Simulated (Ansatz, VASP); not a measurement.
## Ga3SbAs2 in VASP and in Ansatz

INCAR

```
SYSTEM = Ga3SbAs2
ALGO = Normal
EDIFF = 1E-6
ENCUT = 520
GGA = PE
ISIF = 2
ISMEAR = 0
LASPH = .TRUE.
LCHARG = .TRUE.
LELF = .TRUE.
LREAL = .FALSE.
LVHAR = .TRUE.
LWAVE = .FALSE.
NBANDS = 66
NELM = 60
PREC = Accurate
SIGMA = 0.2
```

The input KPOINTS:

```
k-points
0
G
  6 4 2
  0 0 0
```

File POSCAR:

```
Ga3SbAs2
1.0
    4.1776495028      0.0000000289      0.0000000000
   -0.0000000500      7.2359011951      0.0000000000
    0.0000000000      0.0000000000     10.2389541000
Ga Sb As
6 2 4
Direct
    0.0000000000      0.0000000000      0.0137060000
    0.5000000000      0.5000000000      0.0137060000
    0.5000000000      0.1666666667      0.3330410000
    0.0000000000      0.6666666667      0.3330410000
    0.0000000000      0.3333333333      0.6541310000
    0.5000000000      0.8333333333      0.6541310000
    0.0000000000      0.3333333333      0.9162200000
    0.5000000000      0.8333333333      0.9162200000
    0.0000000000      0.0000000000      0.2560920000
    0.5000000000      0.5000000000      0.2560920000
    0.5000000000      0.1666666667      0.5768100000
    0.0000000000      0.6666666667      0.5768100000
```

Input for Ansatz:

```yaml
crystal:
  lattice:
    - [4.1776495028, 2.89e-08, 0.0]
    - [-5.0e-08, 7.2359011951, 0.0]
    - [0.0, 0.0, 10.2389541]
  atoms:
    - { symbol: Ga, position: [0.0, 0.0, 0.013706] }
    - { symbol: Ga, position: [0.5, 0.5, 0.013706] }
    - { symbol: Ga, position: [0.5, 0.1666666667, 0.333041] }
    - { symbol: Ga, position: [0.0, 0.6666666667, 0.333041] }
    - { symbol: Ga, position: [0.0, 0.3333333333, 0.654131] }
    - { symbol: Ga, position: [0.5, 0.8333333333, 0.654131] }
    - { symbol: Sb, position: [0.0, 0.3333333333, 0.91622] }
    - { symbol: Sb, position: [0.5, 0.8333333333, 0.91622] }
    - { symbol: As, position: [0.0, 0.0, 0.256092] }
    - { symbol: As, position: [0.5, 0.5, 0.256092] }
    - { symbol: As, position: [0.5, 0.1666666667, 0.57681] }
    - { symbol: As, position: [0.0, 0.6666666667, 0.57681] }
basis:
  ecutwfc: 420
kpoints:
  mp_grid: { grid: [6, 4, 2] }
hamiltonian:
  xc: pbe
scf:
  occupations: { method: gaussian, width: 0.2 }
  lower_state_search: "off"
output:
  forces: true
  stress: true
  eigenvalues: true
```

Alike in both runs: task single point; functional PBE; k mesh 6 × 4 × 2; occupations gaussian, width 0.2 eV; no spin polarisation.

```csv
,VASP,Ansatz
version,VASP 6.6.1,Ansatz 0.2.0
potentials or method,"VASP PAW PBE potentials, release 64 (Ga_d, Sb, As), cutoff 520 eV","scalar-relativistic, plane waves, PAW"
valence electrons in the cell,108,168
```

Ansatz gave:

- gap on the k mesh at the Fermi level (eV): none
- pressure (GPa): 0.1
- traceless stress, the component that is largest in VASP (GPa): 0.10
- rms of the force components (eV/Å): 0.019

Problem. Estimate VASP's values.

Solution. gap on the k mesh at the Fermi level (eV): none; pressure (GPa): 0.2; traceless stress, the component that is largest in VASP (GPa): 0.10; rms of the force components (eV/Å): 0.018.

Atom by atom the forces differ by 0.001 eV/Å (rms over components). A gap of «none» marks a metal or a gap that the smearing closes. VASP's potentials hold 108 valence electrons a cell and Ansatz's 168, so a difference there can come from the potentials and not from the codes.

Neither program's run includes spin-orbit coupling.
